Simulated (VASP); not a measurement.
# LiH (Fm-3m) in VASP: further runs

The runs below take LiH through single point, with PBE.

Everything below comes from runs of VASP 6.6.1. Logs are shortened: lines on timing, memory, paths and dates and some standing lists are left out, and cuts for length are marked.

**1. The cell of the first run**

Symmetry: Fm-3m, No. 225, cubic system. The conventional cell has a = 3.740 Å, b = 3.740 Å, c = 3.740 Å, α = 90.00°, β = 90.00°, γ = 90.00°. Li (site symmetry m-3m) has 6 H at 1.87 Å within 2.5 Å. H (site symmetry m-3m) has 6 Li at 1.87 Å within 2.5 Å.

**2. Single point, PBE (strain -0.080 along x and y, -0.080 along z)**

File INCAR:

```
SYSTEM = LiH
PREC = Accurate
ENCUT = 520
EDIFF = 1E-6
ISMEAR = 0
SIGMA = 0.05
LREAL = .False.
LASPH = .True.
NELM = 100
ALGO = Normal
ISIF = 2
LWAVE = .False.
LCHARG = .False.
GGA = PE
NBANDS = 9
```

File KPOINTS:

```
regular mesh
0
Gamma
  10 10 10
  0 0 0
```

File POSCAR:

```
LiH
1.0
    0.0000000000      1.8699000000      1.8699000000
    1.8699000000      0.0000000000      1.8699000000
    1.8699000000      1.8699000000      0.0000000000
Li H
1 1
Direct
    0.0000000000      0.0000000000      0.0000000000
    0.5000000000      0.5000000000      0.5000000000
```

Potentials or basis: VASP PAW PBE potentials, release 64 (Li_sv, H).

Launch:

```
$ cat potpaw_PBE.64/Li_sv/POTCAR potpaw_PBE.64/H/POTCAR > POTCAR
$ mpirun -np 1 vasp_std > vasp.out
```

OUTCAR:

```text
SYSTEM = LiH
   PREC = Accurate
   ENCUT = 520
   EDIFF = 1E-6
   ISMEAR = 0
   LREAL = .False.
   LASPH = .True.
   NELM = 100
   ISIF = 2
   GGA = PE

 ion  position               nearest neighbor table
   1  0.000  0.000  0.000-
   2  0.500  0.500  0.500-

  LATTYP: Found a face centered cubic cell.
 ALAT       =     3.7398000000

  Lattice vectors:

 A1 = (   0.0000000000,   1.8699000000,   1.8699000000)
 A2 = (   1.8699000000,   0.0000000000,   1.8699000000)
 A3 = (   1.8699000000,   1.8699000000,   0.0000000000)

Analysis of symmetry for initial positions (statically):
=====================================================================
 Subroutine PRICEL returns:
 Original cell was already a primitive cell.

 Routine SETGRP: Setting up the symmetry group for a
 face centered cubic supercell.

 Subroutine GETGRP returns: Found 48 space group operations
 (whereof 48 operations were pure point group operations)
 out of a pool of 48 trial point group operations.

The static configuration has the point symmetry O_h .

Analysis of symmetry for dynamics (positions and initial velocities):
=====================================================================
 Subroutine PRICEL returns:
 Original cell was already a primitive cell.

 Routine SETGRP: Setting up the symmetry group for a
 face centered cubic supercell.

 Subroutine GETGRP returns: Found 48 space group operations
 (whereof 48 operations were pure point group operations)
 out of a pool of 48 trial point group operations.

The dynamic configuration has the point symmetry O_h .

 Subroutine INISYM returns: Found 48 space group operations
 (whereof 48 operations are pure point group operations),
 and found     1 'primitive' translations

----------------------------------------------------------------------------------------

                                     Primitive cell

  volume of cell :      13.0763

  direct lattice vectors                    reciprocal lattice vectors
     0.000000000  1.869900000  1.869900000    -0.267393978  0.267393978  0.267393978
     1.869900000  0.000000000  1.869900000     0.267393978 -0.267393978  0.267393978
     1.869900000  1.869900000  0.000000000     0.267393978  0.267393978 -0.267393978

  length of vectors
     2.644437940  2.644437940  2.644437940     0.463139956  0.463139956  0.463139956

  position of ions in fractional coordinates (direct lattice)
     0.000000000  0.000000000  0.000000000
     0.500000000  0.500000000  0.500000000

  ion indices of the primitive-cell ions
   primitive index   ion index
                 1           1
                 2           2

----------------------------------------------------------------------------------------

 KPOINTS: regular mesh

Automatic generation of k-mesh.
 Grid dimensions read from file:
 generate k-points for:   10   10   10

 Generating k-lattice:

  Cartesian coordinates                     Fractional coordinates (reciprocal lattice)
    -0.026739398  0.026739398  0.026739398     0.100000000  0.000000000  0.000000000
     0.026739398 -0.026739398  0.026739398     0.000000000  0.100000000  0.000000000
     0.026739398  0.026739398 -0.026739398     0.000000000  0.000000000  0.100000000

  Length of vectors
     0.046313996  0.046313996  0.046313996

  Shift w.r.t. Gamma in fractional coordinates (k-lattice)
     0.000000000  0.000000000  0.000000000

 Subroutine IBZKPT returns following result:
 ===========================================

 Found     47 irreducible k-points:

 Following reciprocal coordinates:
            Coordinates               Weight
  0.000000  0.000000  0.000000      1.000000
  0.100000  0.000000  0.000000      8.000000
  0.200000  0.000000  0.000000      8.000000
  0.300000  0.000000  0.000000      8.000000
  0.400000  0.000000  0.000000      8.000000
  0.500000  0.000000  0.000000      4.000000
[... 16 lines left out ...]
  0.300000  0.300000  0.000000      6.000000
  0.400000  0.300000  0.000000     24.000000
 [... further k-points ...]
   k-points           NKPTS =     47   k-points in BZ     NKDIM =     47   number of bands    NBANDS=      9
   number of dos      NEDOS =    301   number of ions     NIONS =      2
   total plane-waves  NPLWV =   8000
   dimension x,y,z NGX =    20 NGY =   20 NGZ =   20
   dimension x,y,z NGXF=    40 NGYF=   40 NGZF=   40
   ions per type =               1   1
   NGX,Y,Z   is equivalent  to a cutoff of  12.57, 12.57, 12.57 a.u.
   NGXF,Y,Z  is equivalent  to a cutoff of  25.15, 25.15, 25.15 a.u.
 SYSTEM =  LiH
   PREC   = accura    normal or accurate (medium, high low for compatibility)
   ISTART =      0    job   : 0-new  1-cont  2-samecut
   ICHARG =      2    charge: 1-file 2-atom 10-const
   ISPIN  =      1    spin polarized calculation?
   LNONCOLLINEAR =      F non collinear calculations
   LSORBIT =      F    spin-orbit coupling
   LASPH  =      T    aspherical Exc in radial PAW
   ENCUT  =  520.0 eV  38.22 Ry    6.18 a.u.   4.92  4.92  4.92*2*pi/ulx,y,z
   NELM   =    100;   NELMIN=  2; NELMDL= -5     # of ELM steps
   EDIFF  = 0.1E-05   stopping-criterion for ELM
   LREAL  =      F    real-space projection
   EDIFFG = 0.1E-04   stopping-criterion for IOM
   NSW    =      0    number of steps for IOM
   IBRION =     -1    ionic relax: 0-MD 1-quasi-New 2-CG
   NFREE  =      0    steps in history (QN), initial steepest desc. (CG)
   ISIF   =      2    stress and relaxation
   ISYM   =      2    0-nonsym 1-usesym 2-fastsym
   POTIM  = 0.5000    time-step for ionic-motion
   TEBEG  =    0.0;   TEEND  =   0.0 temperature during run
   PSTRESS=    0.0 pullay stress
   NELECT =       4.0000    total number of electrons
   NUPDOWN=      -1.0000    fix difference up-down
   EMIN   =  10.00;   EMAX   =-10.00  energy-range for DOS
   EFERMI =   0.00;   METHOD = LEGACY
   ISMEAR =     0;   SIGMA  =   0.05  broadening in eV -4-tet -1-fermi 0-gaus
   EFERMI_NEDOS =   21; number of points for ismear=-14 and -15
   IALGO  =     38    algorithm
   IMIX   =      4    mixing-type and parameters
     AMIX     =   0.40;   BMIX     =  1.00
     AMIX_MAG =   1.60;   BMIX_MAG =  1.00
  volume/ion in A,a.u.               =       6.54        44.12
  Fermi-wavevector in a.u.,A,eV,Ry     =   1.103062  2.084484 16.554820  1.216745
  Thomas-Fermi vector in A             =   2.239514
   LORBIT       =      0    0 simple, 1 ext, 2 COOP (PROOUT), +10 PAW based schemes
   GGA     = PE    functional components
   LHFCALC =     F    Hartree Fock is set to
   AEXX    =    0.0000 exact exchange contribution
   IVDW    =     0    specifies the selected vdW correction
   LEPSILON=     F    determine dielectric tensor
   LRPA    =     F    only Hartree local field effects (RPA)
 non-spin polarized calculation
 Gauss-broadening in eV      SIGMA  =   0.05
  energy-cutoff  :      520.00
  volume of cell :       13.08
 maximum number of plane-waves:       364
   NGX =  9   NGY =  9   NGZ =  9

 number of electron       4.0000008 magnetization

 Free energy of the ion-electron system (eV)
  ---------------------------------------------------
  ext. energy  EPLUGINS =         0.00000000
  ---------------------------------------------------
  free energy    TOTEN  =        -6.04111771 eV

  energy without entropy =       -6.04111771  energy(sigma->0) =       -6.04111771

 E-fermi :   1.4151     XC(G=0):  -9.2049

 val. band max:        1.1786222934   @ k =   0.5000   0.5000   0.0000
 cond. band min:       3.9631204465   @ k =   0.5000   0.5000   0.0000
 fundamental gap:      2.7844981530
 Fermi energy:         1.4150985080

 k-point     1 :       0.0000    0.0000    0.0000
  band No.  band energies     occupation
      1     -43.0083      2.00000
      2      -5.0657      2.00000
      3      20.1604      0.00000
      4      21.3192      0.00000
      5      21.3193      0.00000
      6      21.3193      0.00000
      7      26.4450      0.00000
      8      26.4450      0.00000
      9      26.4450      0.00000

 k-point     2 :       0.1000    0.0000    0.0000
  band No.  band energies     occupation
      1     -42.9987      2.00000
      2      -4.8801      2.00000
      3      17.9757      0.00000
      4      20.5030      0.00000
      5      20.8430      0.00000
      6      20.8431      0.00000
      7      25.8528      0.00000
      8      27.4512      0.00000
      9      27.4512      0.00000

 k-point     3 :       0.2000    0.0000    0.0000
  band No.  band energies     occupation
      1     -42.9740      2.00000
      2      -4.3371      2.00000
      3      13.9976      0.00000
      4      19.1132      0.00000
      5      20.0937      0.00000
      6      20.0937      0.00000
      7      26.9236      0.00000
      8      27.2944      0.00000
      9      27.2944      0.00000

 k-point     4 :       0.3000    0.0000    0.0000
  band No.  band energies     occupation
      1     -42.9431      2.00000
      2      -3.4969      2.00000
      3      10.3630      0.00000
      4      17.8660      0.00000
      5      19.6504      0.00000
      6      19.6504      0.00000
      7      24.8989      0.00000
      8      24.8989      0.00000
      9      28.8281      0.00000
[... 205 lines left out ...]
 k-point    22 :      -0.2000    0.2000    0.0000
  band No.  band energies     occupation
      1     -42.9329      2.00000
      2      -3.1171      2.00000
      3      11.5105      0.00000
      4      12.2466      0.00000
      5      19.3830      0.00000
      6      20.2615      0.00000
      7      25.6947      0.00000
      8      28.0664      0.00000
      9      29.8814      0.00000

 k-point    23 :       0.3000    0.3000    0.0000
  band No.  band energies     occupation
      1     -42.9229      2.00000
      2      -2.6475      2.00000
      3      10.7644      0.00000
      4      14.7041      0.00000
      5      14.7041      0.00000
      6      18.2068      0.00000
      7      21.4831      0.00000
      8      33.7929      0.00000
      9      36.3624      0.00000

 k-point    24 :       0.4000    0.3000    0.0000
  band No.  band energies     occupation
      1     -42.9037      2.00000
      2      -1.6470      2.00000
      3       8.4973      0.00000
      4      12.6754      0.00000
      5      14.1947      0.00000
      6      19.2859      0.00000
      7      21.5406      0.00000
      8      34.9210      0.00000
      9      35.1810      0.00000

 [... further k-points ...]
[... 5 lines left out ...]
  --------------------------------------------------------------------------------------
  -------------------------------------------------------------------------------------
  Total        0.8446928      0.8446928      0.8446928      0.0000000      0.0000000      0.0000000
  in kB      103.4961547    103.4961547    103.4961547      0.0000000      0.0000000      0.0000000
  external PRESSURE =     103.4961547 kB  Pullay stress =       0.0000000 kB

 VOLUME and BASIS-vectors are now :
 -----------------------------------------------------------------------------
  energy-cutoff  :      520.00
  volume of cell :       13.08
      direct lattice vectors                 reciprocal lattice vectors
     0.000000000  1.869900000  1.869900000    -0.267393978  0.267393978  0.267393978
     1.869900000  0.000000000  1.869900000     0.267393978 -0.267393978  0.267393978
     1.869900000  1.869900000  0.000000000     0.267393978  0.267393978 -0.267393978

 POSITION                                       TOTAL-FORCE (eV/Angst)
 -----------------------------------------------------------------------------------
      0.00000      0.00000      0.00000        -0.000000     -0.000000     -0.000000
      1.86990      1.86990      1.86990         0.000000      0.000000      0.000000
 -----------------------------------------------------------------------------------
    total drift:                                0.000000     -0.000000      0.000000

  FREE ENERGIE OF THE ION-ELECTRON SYSTEM (eV)
  ---------------------------------------------------
  free  energy   TOTEN  =        -6.0411177085 eV

  energy  without entropy=       -6.0411177085  energy(sigma->0) =       -6.04111771
```

It took 4.2 s on 1 thread of Intel Xeon 6975P-C, shared host; peak memory 0.12 GiB.

Results:

```
Free energy            : -6.0411 eV
Band gap on the k mesh : 2.78 eV, direct
```

Levels at points of the mesh, in eV from the valence-band top:
```
           k point  band 1  band 2  band 3  band 4  band 5
(0.00, 0.00, 0.00)  -44.19   -6.24   18.98   20.14   20.14
(0.50, 0.00, 0.00)  -44.09   -3.29    5.47   15.58   18.50
(0.50, 0.50, 0.00)  -44.06    0.00    2.78   11.88   11.88
```

Caveat: the cell differs from its parent crystal (strain -0.080 along x and y, -0.080 along z); the cutoff is under 1.25 times the usual one of these potentials, so pressure, stress and relaxed cells hold a basis-set (Pulay) error.

**3. Single point, PBE (strain -0.040 along x and y, -0.040 along z)**

File INCAR:

```
PREC = Accurate ; ENCUT = 520
EDIFF = 1E-7 ; ISMEAR = 0
SIGMA = 0.05 ; LREAL = False
LASPH = True ; NELM = 100
ALGO = Normal ; ISIF = 2
LWAVE = False ; LCHARG = False
GGA = PE ; NBANDS = 9
```

File KPOINTS:

```
regular mesh
0
Gamma
  10 10 10
```

File POSCAR:

```
LiH
1.0
    0.0000000000      1.9512000000      1.9512000000
    1.9512000000      0.0000000000      1.9512000000
    1.9512000000      1.9512000000      0.0000000000
Li H
1 1
Direct
    0.0000000000      0.0000000000      0.0000000000
    0.5000000000      0.5000000000      0.5000000000
```

Potentials or basis: VASP PAW PBE potentials, release 64 (Li_sv, H).

Launch:

```
$ cat potpaw_PBE.64/Li_sv/POTCAR potpaw_PBE.64/H/POTCAR > POTCAR
$ mpirun -np 1 vasp_std > vasp.out
```

It took 4.7 s on 1 thread of Intel Xeon 6975P-C, shared host; peak memory 0.13 GiB.

It converged, with:

```
Free energy            : -6.1152 eV
Band gap on the k mesh : 2.91 eV, direct
```

Levels at points of the mesh, in eV from the valence-band top:
```tsv
k point	band 1	band 2	band 3	band 4	band 5
(0.00, 0.00, 0.00)	-44.23	-5.74	17.16	18.73	18.73
(0.50, 0.00, 0.00)	-44.17	-2.87	5.12	14.37	17.25
(0.50, 0.50, 0.00)	-44.15	0.00	2.91	11.21	11.21
```

Caveat: the cell differs from its parent crystal (strain -0.040 along x and y, -0.040 along z); the cutoff is under 1.25 times the usual one of these potentials, so pressure, stress and relaxed cells hold a basis-set (Pulay) error.

(Continued in part 2 of 2.)
